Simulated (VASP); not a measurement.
Write the native input for VASP 6.6.1 that does the following.

* Task: single point
* Functional: r2SCAN
* Potentials or basis: VASP PAW PBE potentials, release 64 (Ru_pv)
* Cutoff: 520 eV
* k mesh: 7 × 7 × 4
* Occupations: fermi-dirac, width 0.05 eV
* Spin: no spin polarisation
* Dipole correction: no
* Further INCAR settings: ALGO = Normal; EDIFF = 1e-06; NBANDS = 21

The system is Ru.

```
CELL_PARAMETERS angstrom
2.70228 0.00000 0.00000
-1.35114 2.34024 0.00000
0.00000 0.00000 4.27633
ATOMIC_POSITIONS crystal
Ru 0.33333 0.66667 0.25000
Ru 0.66667 0.33333 0.75000
```

The input as run:

POSCAR

```
Ru
1.0
    2.7022786934      0.0000000000      0.0000000000
   -1.3511393467      2.3402419966      0.0000000000
    0.0000000000      0.0000000000      4.2763271475
Ru
2
Direct
    0.3333333333      0.6666666667      0.2500000000
    0.6666666667      0.3333333333      0.7500000000
```

INCAR.step1

```
SYSTEM = Ru
PREC = Accurate
ENCUT = 520
ISMEAR = -1
SIGMA = 0.05
LREAL = .FALSE.
LASPH = .TRUE.
NELM = 100
NBANDS = 21
GGA = PE
ALGO = Normal
EDIFF = 1E-4
LWAVE = .TRUE.
LCHARG = .FALSE.
```

INCAR.step2

```
SYSTEM = Ru
PREC = Accurate
ENCUT = 520
EDIFF = 1E-6
ISMEAR = -1
SIGMA = 0.05
LREAL = .FALSE.
LASPH = .TRUE.
NELM = 100
ALGO = Normal
ISIF = 2
LWAVE = .FALSE.
LCHARG = .FALSE.
METAGGA = R2SCAN
LMIXTAU = .TRUE.
NBANDS = 21
ISTART = 1
```

KPOINTS

```
regular mesh
0
G
  7 7 4
  0 0 0
```

Potentials or basis: VASP PAW PBE potentials, release 64 (Ru_pv).

Command:

```console
$ cat potpaw_PBE.64/Ru_pv/POTCAR > POTCAR
$ cp INCAR.step1 INCAR
$ mpirun -np 1 vasp_std > vasp.out
$ cp INCAR.step2 INCAR
$ mpirun -np 1 vasp_std > vasp.out
```

Results of the run:

| Item | Value |
| --- | --- |
| Pressure | 1.3 GPa |
| Band gap on the k mesh | zero (bands 14 and 15 overlap by 2.84 eV) |

Caveat: the k points lie up to 0.38 Å⁻¹ apart, too coarse for converged energies and pressures of a metal; an empty level that is flat over the whole mesh can mark a ghost state of the potentials, or a narrow d or f band; the PAW data sets were made with another functional, which shifts forces and pressure a little.

Run time: 61 s on 1 thread of Intel Xeon 8259CL, on a shared host, peak memory 0.15 GiB.
